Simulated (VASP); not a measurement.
# AgCl (Fm-3m) in VASP: notebook

Runs on AgCl. Level: PBEsol. Tasks: relaxation of cell and atoms.

Program: VASP 6.6.1. These are calculated values, not measurements. Logs are shortened: lines on timing, memory, paths and dates and some standing lists are left out, and cuts for length are marked.

## 1. The cell of the first run

Symmetry: Fm-3m, No. 225, cubic system. Conventional cell: a = 5.470 Å, b = 5.470 Å, c = 5.470 Å, α = 90.00°, β = 90.00°, γ = 90.00°. Within 3.6 Å of Ag (site symmetry m-3m) lie 6 Cl at 2.73 Å. Within 3.6 Å of Cl (site symmetry m-3m) lie 6 Ag at 2.73 Å.

## 2. Relaxation of cell and atoms, PBEsol

File INCAR:

```
SYSTEM = AgCl
PREC = Accurate
ENCUT = 600
EDIFF = 1E-6
ISMEAR = -1
SIGMA = 0.05
LREAL = .False.
LASPH = .True.
NELM = 80
ALGO = Normal
ISIF = 3
LWAVE = .False.
LCHARG = .False.
GGA = PS
IBRION = 2
NSW = 80
EDIFFG = -0.005
```

File KPOINTS:

```
Automatic mesh
0
Gamma
  8 8 8
  0 0 0
```

File POSCAR:

```
AgCl
1.0
    0.0000000000      2.7350000000      2.7350000000
    2.7350000000      0.0000000000      2.7350000000
    2.7350000000      2.7350000000      0.0000000000
Ag Cl
1 1
Direct
    0.0000000000      0.0000000000      0.0000000000
    0.5000000000      0.5000000000      0.5000000000
```

Potentials or basis: VASP PAW PBE potentials, release 64 (Ag, Cl).

The run is started by

```bash
$ cat potpaw_PBE.64/Ag/POTCAR potpaw_PBE.64/Cl/POTCAR > POTCAR
$ mpirun -np 1 vasp_std > vasp.out
```

OUTCAR:

```text
SYSTEM = AgCl
   PREC = Accurate
   ENCUT = 600
   EDIFF = 1E-6
   ISMEAR = -1
   LREAL = .False.
   LASPH = .True.
   NELM = 80
   ISIF = 3
   GGA = PS
   IBRION = 2
   NSW = 80
   EDIFFG = -0.005

 ion  position               nearest neighbor table
   1  0.000  0.000  0.000-   2 2.73   2 2.73   2 2.73   2 2.73   2 2.73   2 2.73
   2  0.500  0.500  0.500-   1 2.73   1 2.73   1 2.73   1 2.73   1 2.73   1 2.73

  LATTYP: Found a face centered cubic cell.
 ALAT       =     5.4700000000

  Lattice vectors:

 A1 = (   0.0000000000,   2.7350000000,   2.7350000000)
 A2 = (   2.7350000000,   0.0000000000,   2.7350000000)
 A3 = (   2.7350000000,   2.7350000000,   0.0000000000)

Analysis of symmetry for initial positions (statically):
=====================================================================
 Subroutine PRICEL returns:
 Original cell was already a primitive cell.

 Routine SETGRP: Setting up the symmetry group for a
 face centered cubic supercell.

 Subroutine GETGRP returns: Found 48 space group operations
 (whereof 48 operations were pure point group operations)
 out of a pool of 48 trial point group operations.

The static configuration has the point symmetry O_h .

Analysis of symmetry for dynamics (positions and initial velocities):
=====================================================================
 Subroutine PRICEL returns:
 Original cell was already a primitive cell.

 Routine SETGRP: Setting up the symmetry group for a
 face centered cubic supercell.

 Subroutine GETGRP returns: Found 48 space group operations
 (whereof 48 operations were pure point group operations)
 out of a pool of 48 trial point group operations.

The dynamic configuration has the point symmetry O_h .

 Subroutine INISYM returns: Found 48 space group operations
 (whereof 48 operations are pure point group operations),
 and found     1 'primitive' translations

----------------------------------------------------------------------------------------

                                     Primitive cell

  volume of cell :      40.9168

[... 149 lines left out ...]
 -----------------------------------------------------------------------------
  energy-cutoff  :      600.00
  volume of cell :       40.92
      direct lattice vectors                 reciprocal lattice vectors
     0.000000000  2.735000000  2.735000000    -0.182815356  0.182815356  0.182815356
     2.735000000  0.000000000  2.735000000     0.182815356 -0.182815356  0.182815356
     2.735000000  2.735000000  0.000000000     0.182815356  0.182815356 -0.182815356

 POSITION                                       TOTAL-FORCE (eV/Angst)
 -----------------------------------------------------------------------------------
      0.00000      0.00000      0.00000         0.000000      0.000000     -0.000000
      2.73500      2.73500      2.73500         0.000000     -0.000000      0.000000
 -----------------------------------------------------------------------------------
    total drift:                                0.000000     -0.000000     -0.000000

  FREE ENERGIE OF THE ION-ELECTRON SYSTEM (eV)
  ---------------------------------------------------
  free  energy   TOTEN  =        -6.0602343406 eV

  energy  without entropy=       -6.0602232405  energy(sigma->0) =       -6.06022879

--------------------------------------- Ionic step        2  -------------------------------------------

 number of electron      17.9999997 magnetization

 Free energy of the ion-electron system (eV)
  ---------------------------------------------------
  ext. energy  EPLUGINS =         0.00000000
  ---------------------------------------------------
  free energy    TOTEN  =        -6.06153137 eV

  energy without entropy =       -6.06152032  energy(sigma->0) =       -6.06152584

 E-fermi :   4.8729     XC(G=0): -10.5070

 val. band max:        4.4358558021   @ k =   0.5000   0.0000   0.0000
 cond. band min:       5.1583848697   @ k =   0.0000   0.0000   0.0000
 fundamental gap:      0.7225290676
 Fermi energy:         4.8728615938

 k-point     1 :       0.0000    0.0000    0.0000
  band No.  band energies     occupation
      1     -11.0927      2.00000
      2       1.7201      2.00000
      3       1.7201      2.00000
      4       1.7201      2.00000
      5       1.7634      2.00000
      6       1.7634      2.00000
      7       1.8703      2.00000
      8       1.8703      2.00000
      9       1.8703      2.00000
     10       5.1584      0.00660
     11      15.1605      0.00000
     12      15.1605      0.00000
     13      15.1605      0.00000
[... 354 lines left out ...]
  band No.  band energies     occupation
      1     -10.5324      2.00000
      2      -0.9107      2.00000
      3      -0.0812      2.00000
      4      -0.0142      2.00000
      5       2.0753      2.00000
      6       2.1525      2.00000
      7       2.4267      2.00000
      8       3.3381      2.00000
      9       3.8774      2.00000
     10       9.3913      0.00000
     11       9.8611      0.00000
     12      12.4211      0.00000
     13      12.8268      0.00000

 [... further k-points ...]

------------------------ aborting loop because EDIFF is reached ----------------------------------------

  FORCE on cell =-STRESS in cart. coord.  units (eV):
  Direction    XX          YY          ZZ          XY          YZ          ZX
  --------------------------------------------------------------------------------------
  -------------------------------------------------------------------------------------
  Total        0.0033022      0.0033022      0.0033022     -0.0000000      0.0000000      0.0000000
  in kB        0.1310947      0.1310947      0.1310947     -0.0000000      0.0000000      0.0000000
  external PRESSURE =       0.1310947 kB  Pullay stress =       0.0000000 kB

 VOLUME and BASIS-vectors are now :
 -----------------------------------------------------------------------------
  energy-cutoff  :      600.00
  volume of cell :       40.36
      direct lattice vectors                 reciprocal lattice vectors
     0.000000000  2.722490654  2.722490654    -0.183655360  0.183655360  0.183655360
     2.722490654  0.000000000  2.722490654     0.183655360 -0.183655360  0.183655360
     2.722490654  2.722490654 -0.000000000     0.183655360  0.183655360 -0.183655360

 POSITION                                       TOTAL-FORCE (eV/Angst)
 -----------------------------------------------------------------------------------
      2.72249      0.00000      2.72249         0.000000      0.000000     -0.000000
      2.72249      2.72249      2.72249        -0.000000     -0.000000      0.000000
 -----------------------------------------------------------------------------------
    total drift:                                0.000000     -0.000000     -0.000000

  FREE ENERGIE OF THE ION-ELECTRON SYSTEM (eV)
  ---------------------------------------------------
  free  energy   TOTEN  =        -6.0615313655 eV

  energy  without entropy=       -6.0615203214  energy(sigma->0) =       -6.06152584

 reached required accuracy - stopping structural energy minimisation
```

OSZICAR:

```text
N       E                     dE             d eps       ncg     rms          rms(c)
DAV:   1     0.109337149969E+03    0.10934E+03   -0.96698E+03   762   0.142E+03
DAV:   2    -0.142209844740E+01   -0.11076E+03   -0.10363E+03   892   0.264E+02
DAV:   3    -0.617915307501E+01   -0.47571E+01   -0.47411E+01   884   0.590E+01
[... 13 lines left out ...]
DAV:   3    -0.606166812659E+01    0.20167E-02   -0.62037E-03   764   0.635E-01    0.261E-01
DAV:   4    -0.606153627064E+01    0.13186E-03   -0.23741E-04   814   0.142E-01    0.984E-02
DAV:   5    -0.606153135502E+01    0.49156E-05   -0.42945E-05   859   0.106E-01    0.159E-02
DAV:   6    -0.606153188049E+01   -0.52547E-06   -0.16099E-05   774   0.523E-02    0.706E-03
DAV:   7    -0.606153136550E+01    0.51499E-06   -0.99456E-07   377   0.107E-02
   2 F= -.60615314E+01 E0= -.60615258E+01  d E =-.129702E-02
```

It took 34 s on 1 thread of Intel Xeon 8259CL, shared host; peak memory 0.2 GiB.

What came out:

| Quantity | Value |
| --- | --- |
| Free energy | -6.0615 eV |
| Relaxed volume | 20.18 Å³/atom |
| Relaxed cell | a = 3.850 Å, b = 3.850 Å, c = 3.850 Å, α = 60.00°, β = 60.00°, γ = 60.00° |
| Space group after relaxing (to 0.1 Å) | Fm-3m (No. 225) |
| Energy gained by relaxing | 0.6 meV/atom |
| Ionic steps | 2 |
| Pressure after relaxing | 0.0 GPa |
| Band gap on the k mesh | 0.72 eV (least direct gap 3.23 eV) |

The path:
```
step  energy change (eV)  largest force (eV/Å)  pressure (GPa)  volume (Å³)
   1              0.0000                0.0000           -0.74        40.92
   2             -0.0013                0.0000            0.01        40.36
```

Final structure:
```yaml
crystal:
  lattice:
    - [0.00000, 2.72249, 2.72249]
    - [2.72249, 0.00000, 2.72249]
    - [2.72249, 2.72249, 0.00000]
  atoms:
    - { symbol: Ag, position: [0.00000, 0.00000, 0.00000] }
    - { symbol: Cl, position: [0.50000, 0.50000, 0.50000] }
```

Levels at points of the mesh, in eV from the valence-band top:
| k point | band 6 | band 7 | band 8 | band 9 | band 10 | band 11 | band 12 | band 13 |
| --- | --- | --- | --- | --- | --- | --- | --- | --- |
| (0.00, 0.00, 0.00) | -2.67 | -2.57 | -2.57 | -2.57 | 0.72 | 10.72 | 10.72 | 10.72 |
| (0.50, 0.00, 0.00) | -2.28 | -1.94 | 0.00 | 0.00 | 3.88 | 6.75 | 7.42 | 7.42 |
| (0.50, 0.50, 0.00) | -2.45 | -2.15 | -2.15 | -2.02 | 2.14 | 7.78 | 8.64 | 11.64 |

Caveat: the PAW data sets were made with another functional, which shifts forces and pressure a little. PBEsol gaps usually lie below the measured ones, often by a third to a half.

## 3. Relaxation of cell and atoms, PBEsol, target pressure 5 GPa, at which the enthalpy is minimised

File INCAR:

```
SYSTEM = AgCl
ALGO = Normal
EDIFF = 1E-6
EDIFFG = -0.005
ENCUT = 600
GGA = PS
IBRION = 2
ISIF = 3
ISMEAR = -1
LASPH = .True.
LCHARG = .False.
LREAL = .False.
LWAVE = .False.
NELM = 100
NSW = 80
PREC = Accurate
PSTRESS = 50.0
SIGMA = 0.05
```

File KPOINTS:

```
k-points
0
Gamma
  8 8 8
  0 0 0
```

POSCAR is that of step 2.

Potentials or basis: VASP PAW PBE potentials, release 64 (Ag, Cl).

The run is started by

```bash
$ cat potpaw_PBE.64/Ag/POTCAR potpaw_PBE.64/Cl/POTCAR > POTCAR
$ mpirun -np 1 vasp_std > vasp.out
```

Run time: 52 s. Hardware: 1 thread of Intel Xeon 8259CL, shared host; peak memory 0.19 GiB.

Results (log left out):

```yaml
Free_energy: -6.0206 eV
Relaxed_volume: 18.77 Å³/atom
Relaxed_cell: a = 3.759 Å, b = 3.759 Å, c = 3.759 Å, α = 60.00°, β = 60.00°, γ = 60.00°
Space_group_after_relaxing_to_0.1_Å: Fm-3m (No. 225)
Energy_change_on_relaxing_the_run_minimises_the_enthalpy: +19.8 meV/atom
Ionic_steps: 3
Pressure_after_relaxing: 5.0 GPa
Band_gap_on_the_k_mesh: 0.74 eV (least direct gap 3.52 eV)
```

Step by step:
```csv
step,energy change (eV),largest force (eV/Å),pressure (GPa),volume (Å³)
1,0.0000,0.0000,-0.74,40.92
2,0.0701,0.0000,6.93,36.73
3,0.0396,0.0000,5.01,37.55
```

Final structure:
```xyz
2
Lattice="0.0000 2.6578 2.6578 2.6578 0.0000 2.6578 2.6578 2.6578 0.0000" Properties=species:S:1:pos:R:3 pbc="T T T"
Ag    0.0000    0.0000    0.0000
Cl    2.6578    2.6578    2.6578
```

Levels at points of the mesh, in eV from the valence-band top:
| k point | band 5 | band 6 | band 7 | band 8 | band 9 | band 10 | band 11 | band 12 | band 13 |
| --- | --- | --- | --- | --- | --- | --- | --- | --- | --- |
| (0.00, 0.00, 0.00) | -3.03 | -3.03 | -2.88 | -2.88 | -2.88 | 0.74 | 10.69 | 10.69 | 10.69 |
| (0.50, 0.00, 0.00) | -2.56 | -2.56 | -2.17 | 0.00 | 0.00 | 3.65 | 7.19 | 7.25 | 7.25 |
| (0.50, 0.50, 0.00) | -3.55 | -2.77 | -2.40 | -2.40 | -2.21 | 2.00 | 7.68 | 8.89 | 12.03 |

Caveat: the cell is relaxed towards a set pressure, so the run minimises the enthalpy, not the energy; the PAW data sets were made with another functional, which shifts forces and pressure a little. A k mesh can miss the band edges.

## 4. Relaxation of cell and atoms, PBEsol, target pressure 10 GPa, at which the enthalpy is minimised

File INCAR:

```
PREC     = Accurate       # precision mode
ENCUT    = 600            # plane-wave cutoff, eV
EDIFF    = 1E-6           # SCF threshold, eV
ISMEAR   = -1             # smearing method
SIGMA    = 0.05           # smearing width, eV
LREAL    = False          # projectors in reciprocal space
LASPH    = True           # aspherical terms in the spheres
NELM     = 80             # most SCF steps
ALGO     = Normal         # electronic algorithm
ISIF     = 3              # what is computed and relaxed
LWAVE    = False          # write WAVECAR
LCHARG   = False          # write CHGCAR
GGA      = PS             # functional
IBRION   = 2              # ionic algorithm
NSW      = 80             # ionic steps
EDIFFG   = -0.005         # ionic threshold
PSTRESS  = 100.0
```

File KPOINTS:

```
Automatic mesh
0
Gamma
  8 8 8
```

POSCAR is that of step 3.

The run is started by

```bash
$ cat potpaw_PBE.64/Ag/POTCAR potpaw_PBE.64/Cl/POTCAR > POTCAR
$ mpirun -np 1 vasp_std > vasp.out
```

Wall time 85 s (1 thread of Intel Xeon 8259CL, shared host); peak memory 0.19 GiB.

The run converged. Its results:

```
Free energy                                                : -5.9311 eV
Relaxed volume                                             : 17.80 Å³/atom
Relaxed cell                                               : a = 3.693 Å, b = 3.693 Å, c = 3.693 Å, α = 60.00°, β = 60.00°, γ = 60.00°
Space group after relaxing (to 0.1 Å)                      : Fm-3m (No. 225)
Energy change on relaxing (the run minimises the enthalpy) : +64.5 meV/atom
Ionic steps                                                : 6
Pressure after relaxing                                    : 10.0 GPa
Band gap on the k mesh                                     : 0.77 eV (least direct gap 3.47 eV)
```

The path:
```csv
step,energy change (eV),largest force (eV/Å),pressure (GPa),volume (Å³)
1,0.0000,0.0000,-0.74,40.92
2,0.3260,0.0000,18.17,33.32
3,0.1283,0.0000,9.93,35.61
4,0.1347,0.0000,10.24,35.51
5,0.1267,0.0000,9.90,35.64
6,0.1291,0.0000,9.98,35.60
```

Final structure:
```xyz
2
Lattice="0.0000 2.6111 2.6111 2.6111 0.0000 2.6111 2.6111 2.6111 0.0000" Properties=species:S:1:pos:R:3 pbc="T T T"
Ag    0.0000    0.0000    0.0000
Cl    2.6111    2.6111    2.6111
```

Levels at points of the mesh, in eV from the valence-band top:
| k point | band 5 | band 6 | band 7 | band 8 | band 9 | band 10 | band 11 | band 12 | band 13 |
| --- | --- | --- | --- | --- | --- | --- | --- | --- | --- |
| (0.00, 0.00, 0.00) | -3.32 | -3.32 | -3.13 | -3.13 | -3.13 | 0.77 | 10.66 | 10.66 | 10.66 |
| (0.50, 0.00, 0.00) | -2.79 | -2.79 | -2.36 | 0.00 | 0.00 | 3.47 | 7.11 | 7.11 | 7.53 |
| (0.50, 0.50, 0.00) | -3.91 | -3.03 | -2.61 | -2.61 | -2.35 | 1.88 | 7.60 | 9.09 | 12.33 |

Caveat: the cell is relaxed towards a set pressure, so the run minimises the enthalpy, not the energy; the PAW data sets were made with another functional, which shifts forces and pressure a little. A k mesh can miss the band edges.

(Continued in part 2 of 2.)
